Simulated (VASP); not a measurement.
Write the native input for VASP 6.6.1 that does the following.

```yaml
Task: single point
Functional: PBE
Potentials_or_basis: VASP PAW PBE potentials, release 64 (Li_sv, Ge_d, N)
Cutoff: 520 eV
k_mesh: 5 × 5 × 5
Occupations: gaussian, width 0.2 eV
Spin: no spin polarisation
Dipole_correction: no
Further_INCAR_settings: ALGO = Normal; EDIFF = 1e-07; NBANDS = 45
```

The structure of Li3Ge4N lies in POSCAR:

```
Li3Ge4N
1.0
    1.7985562069      1.0383969121     11.2791432714
   -1.7985562069      1.0383969121     11.2791432714
    0.0000000000     -2.0767938185     11.2791432719
Li Ge N
3 4 1
Direct
    0.1821151363      0.1821151363      0.1821151363
    0.8178848637      0.8178848637      0.8178848637
    0.0000000000      0.0000000000      0.0000000000
    0.0986073968      0.0986073968      0.0986073968
    0.9013926032      0.9013926032      0.9013926032
    0.2776214392      0.2776214392      0.2776214392
    0.7223785608      0.7223785608      0.7223785608
    0.5000000000      0.5000000000      0.5000000000
```

One way to write it, as run:

INCAR

```
SYSTEM = Li3Ge4N
ALGO = Normal
EDIFF = 1E-7
ENCUT = 520
GGA = PE
ISIF = 2
ISMEAR = 0
LASPH = .TRUE.
LCHARG = .TRUE.
LELF = .TRUE.
LREAL = .FALSE.
LVHAR = .TRUE.
LWAVE = .FALSE.
NBANDS = 45
NELM = 80
PREC = Accurate
SIGMA = 0.2
```

KPOINTS

```
k-points
0
G
  5 5 5
  0 0 0
```

Potentials or basis: VASP PAW PBE potentials, release 64 (Li_sv, Ge_d, N).

Launch:

```sh
$ cat potpaw_PBE.64/Li_sv/POTCAR potpaw_PBE.64/Ge_d/POTCAR potpaw_PBE.64/N/POTCAR > POTCAR
$ mpirun -np 1 vasp_std > vasp.out
```

Results of the run:

The largest force is 0.042 eV/Å and the band gap on the k mesh is zero (band 35 reaches 5.95 eV, above the bottom of band 36 at 3.49 eV).

Caveat: the k points lie up to 0.41 Å⁻¹ apart.

It took 38 min on 1 thread of Intel(R) Xeon(R) Platinum 8259CL CPU @ 2.50GHz (Skylake/Cascade Lake), on a shared host, peak memory 1.3 GiB.
